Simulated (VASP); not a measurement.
# Zn2GeN3 (P-3m1) in VASP: notebook, part 2 of 2

VASP 6.6.1. Earlier steps stand in the parts before.

## (3) Single point, PBE

This run uses another cell than the first one, of 9.97 Å³/atom.

INCAR

```
PREC = Accurate
ENCUT = 520
EDIFF = 1E-6
ISMEAR = 0
SIGMA = 0.1
LREAL = F
LASPH = T
NELM = 100
ALGO = Normal
ISIF = 2
LWAVE = F
LCHARG = T
GGA = PE
LELF = T
LVHAR = T
NBANDS = 36
```

KPOINTS

```
Automatic mesh
0
Gamma
  12 12 6
```

POSCAR

```
Zn2GeN3
1.0
    3.0015703697      0.0000000000      0.0000000000
   -1.5007851849      2.5994361914      0.0000000000
    0.0000000000      0.0000000000      7.6676372793
Zn Ge N
2 1 3
Direct
    0.3333333333      0.6666666667      0.8401869751
    0.6666666667      0.3333333333      0.1598130249
    0.0000000000      0.0000000000      0.5000000000
    0.3333333333      0.6666666667      0.3565174348
    0.6666666667      0.3333333333      0.6434825652
    0.0000000000      0.0000000000      0.0000000000
```

Potentials or basis: VASP PAW PBE potentials, release 64 (Zn, Ge_d, N).

Run with:

```
$ cat potpaw_PBE.64/Zn/POTCAR potpaw_PBE.64/Ge_d/POTCAR potpaw_PBE.64/N/POTCAR > POTCAR
$ mpirun -np 1 vasp_std > vasp.out
```

OUTCAR:

```text
PREC = Accurate
   ENCUT = 520
   EDIFF = 1E-6
   ISMEAR = 0
   LREAL = F
   LASPH = T
   NELM = 100
   ISIF = 2
   GGA = PE

 ion  position               nearest neighbor table
   1  0.333  0.667  0.840-   6 2.12   6 2.12   6 2.12   5 2.30   5 2.30   5 2.30   2 3.00   2 3.00
                             2 3.00
   2  0.667  0.333  0.160-   6 2.12   6 2.12   6 2.12   4 2.30   4 2.30   4 2.30   1 3.00   1 3.00
                             1 3.00
   3  0.000  0.000  0.500-   4 2.05   5 2.05   5 2.05   4 2.05   5 2.05   4 2.05
   4  0.333  0.667  0.357-   3 2.05   3 2.05   3 2.05   2 2.30   2 2.30   2 2.30
   5  0.667  0.333  0.643-   3 2.05   3 2.05   3 2.05   1 2.30   1 2.30   1 2.30
   6  0.000  0.000  0.000-   2 2.12   1 2.12   2 2.12   1 2.12   2 2.12   1 2.12

  LATTYP: Found a hexagonal cell.
 ALAT       =     3.0015703697
 C/A-ratio  =     2.5545419014

  Lattice vectors:

 A1 = (   3.0015703697,   0.0000000000,   0.0000000000)
 A2 = (  -1.5007851849,   2.5994361914,   0.0000000000)
 A3 = (   0.0000000000,   0.0000000000,   7.6676372793)

Analysis of symmetry for initial positions (statically):
=====================================================================
 Subroutine PRICEL returns:
 Original cell was already a primitive cell.

 Routine SETGRP: Setting up the symmetry group for a
 hexagonal supercell.

 Subroutine GETGRP returns: Found 12 space group operations
 (whereof 12 operations were pure point group operations)
 out of a pool of 24 trial point group operations.

The static configuration has the point symmetry D_3d.

Analysis of symmetry for dynamics (positions and initial velocities):
=====================================================================
 Subroutine PRICEL returns:
 Original cell was already a primitive cell.

 Routine SETGRP: Setting up the symmetry group for a
 hexagonal supercell.

 Subroutine GETGRP returns: Found 12 space group operations
 (whereof 12 operations were pure point group operations)
 out of a pool of 24 trial point group operations.
[... 132 lines left out ...]
  Thomas-Fermi vector in A             =   2.673760
   LORBIT       =      0    0 simple, 1 ext, 2 COOP (PROOUT), +10 PAW based schemes
   GGA     = PE    functional components
   LHFCALC =     F    Hartree Fock is set to
   AEXX    =    0.0000 exact exchange contribution
   IVDW    =     0    specifies the selected vdW correction
   LEPSILON=     F    determine dielectric tensor
   LRPA    =     F    only Hartree local field effects (RPA)
 non-spin polarized calculation
 Gauss-broadening in eV      SIGMA  =   0.10
  energy-cutoff  :      520.00
  volume of cell :       59.83
 maximum number of plane-waves:      1637
 NGX is ok and might be reduce to    24
   NGX = 11   NGY = 11   NGZ = 29

 number of electron      53.0000000 magnetization

 Free energy of the ion-electron system (eV)
  ---------------------------------------------------
  ext. energy  EPLUGINS =         0.00000000
  ---------------------------------------------------
  free energy    TOTEN  =       -29.32642498 eV

  energy without entropy =      -29.31137232  energy(sigma->0) =      -29.31889865

 E-fermi :   5.2795     XC(G=0): -12.5384

 val. band max:        5.2700777815   @ k =   0.4167   0.0833   0.5000
 cond. band min:       5.2856795950   @ k =   0.0000   0.4167   0.3333
 fundamental gap:      0.0156018135
 Fermi energy:         5.2795401747

 k-point     1 :       0.0000    0.0000    0.0000
  band No.  band energies     occupation
      1     -19.0852      2.00000
      2     -19.0852      2.00000
      3     -19.0799      2.00000
      4     -19.0137      2.00000
      5     -19.0137      2.00000
      6     -12.2765      2.00000
[... 925 lines left out ...]
     35      15.8936      0.00000
     36      16.8746      0.00000

 [... further k-points ...]

------------------------ aborting loop because EDIFF is reached ----------------------------------------

  FORCE on cell =-STRESS in cart. coord.  units (eV):
  Direction    XX          YY          ZZ          XY          YZ          ZX
  --------------------------------------------------------------------------------------
  -------------------------------------------------------------------------------------
  Total        0.2162954      0.2162954      0.2348424     -0.0000000     -0.0000000      0.0000000
  in kB        5.7925330      5.7925330      6.2892355     -0.0000000     -0.0000000      0.0000000
  external PRESSURE =       5.9581005 kB  Pullay stress =       0.0000000 kB

 VOLUME and BASIS-vectors are now :
 -----------------------------------------------------------------------------
  energy-cutoff  :      520.00
  volume of cell :       59.83
      direct lattice vectors                 reciprocal lattice vectors
     3.001570370  0.000000000  0.000000000     0.333158939  0.192349403  0.000000000
    -1.500785185  2.599436191  0.000000000     0.000000000  0.384698806  0.000000000
     0.000000000  0.000000000  7.667637279     0.000000000  0.000000000  0.130418271

 POSITION                                       TOTAL-FORCE (eV/Angst)
 -----------------------------------------------------------------------------------
     -0.00000      1.73296      6.44225        -0.000000      0.000000     -0.024835
      1.50079      0.86648      1.22539         0.000000     -0.000000      0.024835
      0.00000      0.00000      3.83382         0.000000      0.000000      0.000000
     -0.00000      1.73296      2.73365        -0.000000      0.000000      0.014009
      1.50079      0.86648      4.93399         0.000000     -0.000000     -0.014009
      0.00000      0.00000      0.00000         0.000000      0.000000      0.000000
 -----------------------------------------------------------------------------------
    total drift:                               -0.000000     -0.000000      0.000000

  FREE ENERGIE OF THE ION-ELECTRON SYSTEM (eV)
  ---------------------------------------------------
  free  energy   TOTEN  =       -29.3264249786 eV

  energy  without entropy=      -29.3113723165  energy(sigma->0) =      -29.31889865
```

OSZICAR:

```text
N       E                     dE             d eps       ncg     rms          rms(c)
DAV:   1     0.471791942430E+03    0.47179E+03   -0.24636E+04  8556   0.316E+03
DAV:   2     0.430219671436E+02   -0.42877E+03   -0.40530E+03  7240   0.654E+02
DAV:   3    -0.302233038752E+02   -0.73245E+02   -0.71356E+02  7880   0.186E+02
DAV:   4    -0.340353145578E+02   -0.38120E+01   -0.37678E+01  8884   0.457E+01
DAV:   5    -0.340963882974E+02   -0.61074E-01   -0.60938E-01  8536   0.645E+00    0.146E+01
DAV:   6    -0.291648554776E+02    0.49315E+01   -0.11470E+01 12776   0.865E+01    0.104E+01
DAV:   7    -0.294013351901E+02   -0.23648E+00   -0.59972E+00  8864   0.239E+01    0.524E+00
DAV:   8    -0.294322206098E+02   -0.30885E-01   -0.12808E+00 10436   0.689E+00    0.380E+00
DAV:   9    -0.293458063067E+02    0.86414E-01   -0.93486E-01 10780   0.500E+00    0.149E+00
DAV:  10    -0.293272837884E+02    0.18523E-01   -0.96870E-02  9196   0.220E+00    0.381E-01
DAV:  11    -0.293263610883E+02    0.92270E-03   -0.21722E-02 10168   0.112E+00    0.163E-01
DAV:  12    -0.293264052227E+02   -0.44134E-04   -0.24951E-03  8384   0.379E-01    0.665E-02
DAV:  13    -0.293264335894E+02   -0.28367E-04   -0.15409E-04  8628   0.983E-02    0.309E-02
DAV:  14    -0.293264246965E+02    0.88929E-05   -0.64860E-05 11040   0.110E-01    0.783E-03
DAV:  15    -0.293264249786E+02   -0.28212E-06   -0.98672E-06  8352   0.243E-02
   1 F= -.29326425E+02 E0= -.29318899E+02  d E =-.150527E-01
```

stdout:

```text
POSCAR found type information on POSCAR ZnGeN
 POSCAR found :  3 types and       6 ions
 scaLAPACK will be used
 LDA part: xc-table for (Slater+PW92), standard interpolation
 POSCAR, INCAR and KPOINTS ok, starting setup
 FFT: planning ... GRIDC
 FFT: planning ... GRID_SOFT
 FFT: planning ... GRID
 WAVECAR not read
 entering main loop
```

It took 3.2 min on 1 thread of Intel Xeon Platinum 8488C (Sapphire Rapids), shared host; peak memory 0.31 GiB.

Results:

```
Free energy            : -29.3264 eV
Pressure               : 0.6 GPa
Largest force          : 0.025 eV/Å
Band gap on the k mesh : zero (an odd number of electrons rules out a gap without spin polarisation)
```

Forces in eV/Å, atoms in the order of the input:
```
Zn   0.000  0.000 -0.025
Zn   0.000  0.000  0.025
Ge   0.000  0.000  0.000
N    0.000  0.000  0.014
N    0.000  0.000 -0.014
N    0.000  0.000  0.000
```

Levels at points of the mesh, in eV from the Fermi level:
```csv
k point,band 23,band 24,band 25,band 26,band 27,band 28,band 29,band 30
"(0.00, 0.00, 0.00)",-0.64,-0.62,-0.62,0.52,0.52,1.89,4.79,5.26
"(0.50, 0.00, 0.00)",-2.79,-1.38,-1.34,-0.72,-0.47,1.24,5.68,5.85
"(0.00, 0.00, 0.50)",-0.73,-0.69,-0.69,0.54,0.54,3.17,4.31,4.93
"(0.50, 0.00, 0.50)",-3.05,-2.95,-1.45,0.05,0.13,2.10,4.08,5.01
```

The gap in the log of VASP goes by the Fermi energy; the results here count the filled bands.